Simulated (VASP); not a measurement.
Input of a VASP 6.6.1 run:

The input INCAR:

```
ALGO     = Normal         # electronic algorithm
EDIFF    = 1E-6           # SCF threshold, eV
ENCUT    = 520            # plane-wave cutoff, eV
GGA      = PS             # functional
ISIF     = 2              # what is computed and relaxed
ISMEAR   = -1             # smearing method
LASPH    = T              # aspherical terms in the spheres
LCHARG   = T              # write CHGCAR
LELF     = T              # ELF
LREAL    = F              # projectors in reciprocal space
LVHAR    = T            
LWAVE    = F              # write WAVECAR
NBANDS   = 13             # bands
NELM     = 100            # most SCF steps
PREC     = Accurate       # precision mode
SIGMA    = 0.05           # smearing width, eV
```

Contents of KPOINTS:

```
k-points
0
Gamma
  11 11 11
```

Contents of POSCAR:

```
Sn
1.0
   -1.6511307275      1.6511718923      2.2538209561
    1.6511307275     -1.6511718923      2.2538209561
    1.6511307275      1.6511718923     -2.2538209561
Sn
1
Direct
    0.0000000000      0.0000000000      0.0000000000
```

Potentials or basis: VASP PAW PBE potentials, release 64 (Sn_d).

Command:

```bash
$ cat potpaw_PBE.64/Sn_d/POTCAR > POTCAR
$ mpirun -np 1 vasp_std > vasp.out
```

Q: What does it give for the band gap on the k mesh?

A: Zero (bands 7 and 8 overlap by 10.65 eV).

Q: What does it give for the pressure?

A: 4.9 GPa.

Caveat: the cell stands under pressure; the PAW data sets were made with another functional, which shifts forces and pressure a little; spin-orbit coupling is left out, which moves the levels of the heavy elements.
